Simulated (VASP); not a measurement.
Wanted: the native input for a VASP 6.6.1 run.

```
Task                   : relaxation of cell and atoms
Functional             : LDA
Potentials or basis    : VASP PAW LDA potentials, release 64 (Mg)
Cutoff                 : 600 eV
k mesh                 : 8 × 8 × 5
Occupations            : gaussian, width 0.1 eV
Spin                   : no spin polarisation
Dipole correction      : no
Further INCAR settings : ALGO = Normal; EDIFF = 1e-07; IBRION = 2; EDIFFG = -0.02; NSW = 80; ISIF = 3
```

The structure of Mg lies in POSCAR:

```
Mg
1.0
    3.2093000000      0.0000000000      0.0000000000
   -1.6046500000      2.7793353300      0.0000000000
    0.0000000000      0.0000000000      5.2103000000
Mg
2
Direct
    0.3333333333      0.6666666667      0.2500000000
    0.6666666667      0.3333333333      0.7500000000
```

These files were run (other wordings do the same):

INCAR

```
SYSTEM = Mg
  PREC = Accurate
  ENCUT = 600
  EDIFF = 1E-7
  ISMEAR = 0
  SIGMA = 0.1
  LREAL = .FALSE.
  LASPH = .TRUE.
  NELM = 80
  ALGO = Normal
  ISIF = 3
  LWAVE = .FALSE.
  LCHARG = .FALSE.
  IBRION = 2
  NSW = 80
  EDIFFG = -0.02
```

KPOINTS

```
Automatic mesh
0
G
  8 8 5
  0 0 0
```

Potentials or basis: VASP PAW LDA potentials, release 64 (Mg).

Run with:

```console
$ cat potpaw_LDA.64/Mg/POTCAR > POTCAR
$ mpirun -np 1 vasp_std > vasp.out
```

It gave:

```
Relaxed volume                         : 21.49 Å³/atom
Relaxed cell                           : a = 3.123 Å, b = 3.123 Å, c = 5.087 Å, α = 90.00°, β = 90.00°, γ = 120.00°
Space group after relaxing (to 0.05 Å) : P6_3/mmc (No. 194)
Energy gained by relaxing              : 16.4 meV/atom
Ionic steps                            : 3
Pressure after relaxing                : 0.0 GPa
Band gap on the k mesh                 : zero (band 2 reaches 3.85 eV, above the bottom of band 3 at 1.52 eV)
```

Run time: 15 s on 1 thread of Intel(R) Xeon(R) Platinum 8259CL CPU @ 2.50GHz (Skylake/Cascade Lake) (shared host), peak memory 0.16 GiB.
